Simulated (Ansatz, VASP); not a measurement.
CdSe in VASP and in Ansatz

Contents of INCAR:

```
SYSTEM = CdSe
  PREC = Accurate
  ENCUT = 500
  EDIFF = 1E-6
  ISMEAR = -1
  SIGMA = 0.08
  LREAL = .FALSE.
  LASPH = .TRUE.
  NELM = 120
  ALGO = Normal
  ISIF = 2
  LWAVE = .FALSE.
  LCHARG = .FALSE.
  GGA = PE
  NBANDS = 16
  GGA_COMPAT = .FALSE.
```

The input KPOINTS:

```
Automatic mesh
0
G
  14 14 14
  0 0 0
```

POSCAR

```
CdSe
1.0
    0.0000000000      2.8206323608      2.8206323608
    2.8206323608      0.0000000000      2.8206323608
    2.8206323608      2.8206323608      0.0000000000
Cd Se
1 1
Direct
    0.0000000000      0.0000000000      0.0000000000
    0.5000000000      0.5000000000      0.5000000000
```

Input for Ansatz:

```yaml
crystal:
  lattice:
    - [0.0, 2.8206323608, 2.8206323608]
    - [2.8206323608, 0.0, 2.8206323608]
    - [2.8206323608, 2.8206323608, 0.0]
  atoms:
    - { symbol: Cd, position: [0.0, 0.0, 0.0] }
    - { symbol: Se, position: [0.5, 0.5, 0.5] }
kpoints:
  mp_grid: { grid: [14, 14, 14] }
scf:
  occupations: { method: fermi_dirac, width: 0.08 }
hamiltonian:
  xc: pbe
  pseudopotentials: { kind: all_electron, lapw: { basis_error: 0.001 } }
output:
  forces: true
  stress: true
  eigenvalues: true
  populations: true
```

Change from the starting cell: volume scaled by 0.95, LAPW.

Alike in both runs: task single point; functional PBE; k mesh 14 × 14 × 14; occupations fermi-dirac, width 0.08 eV; no spin polarisation.

|  | VASP | Ansatz |
| --- | --- | --- |
| version | VASP 6.6.1 | Ansatz 0.2.0 |
| potentials or method | VASP PAW PBE potentials, release 64 (Cd, Se), cutoff 500 eV | all-electron LAPW, scalar-relativistic |

VASP gave:

| Property | Result |
| --- | --- |
| pressure (GPa) | 3.9 |

Which values does Ansatz return?

Pressure (GPa): 3.4.

Ansatz ran all-electron here, and VASP with PAW potentials.
